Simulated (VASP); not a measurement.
Input of a VASP 6.6.1 run:

Contents of INCAR:

```
SYSTEM = BSe2
ALGO = Normal ; EDIFF = 1E-6
ENCUT = 520 ; GGA = PE
ISIF = 2 ; ISMEAR = 1
LASPH = .True. ; LCHARG = .False.
LREAL = .False. ; LWAVE = .False.
NBANDS = 24 ; NELM = 60
PREC = Accurate ; SIGMA = 0.0277
```

KPOINTS

```
k-points
0
Gamma
  6 6 3
  0 0 0
```

File POSCAR:

```
BSe2
1.0
    3.1597980000      2.8002310000      0.0000000000
    3.1597980000     -2.8002310000      0.0000000000
    0.0000000000      0.0000000000     -8.7486950000
B Se
2 4
Direct
    0.0000000000      0.0000000000      0.0000000000
    0.5000000000      0.5000000000      0.5000000000
    0.2139400000      0.7860600000      0.8766900000
    0.2860600000      0.7139400000      0.3766900000
    0.7860600000      0.2139400000      0.1233100000
    0.7139400000      0.2860600000      0.6233100000
```

Potentials or basis: VASP PAW PBE potentials, release 64 (B, Se).

Command:

```bash
$ cat potpaw_PBE.64/B/POTCAR potpaw_PBE.64/Se/POTCAR > POTCAR
$ mpirun -np 1 vasp_std > vasp.out
```

(1) What does it give for the pressure?

(2) Estimate the largest force.

## Answers

(1) 20.0 GPa.

(2) 8.586 eV/Å.

Caveat: the stress differs along the axes, from 1 to 34 GPa; forces of over 1 eV/Å act on the atoms, so gaps and moduli don't describe the material at rest.
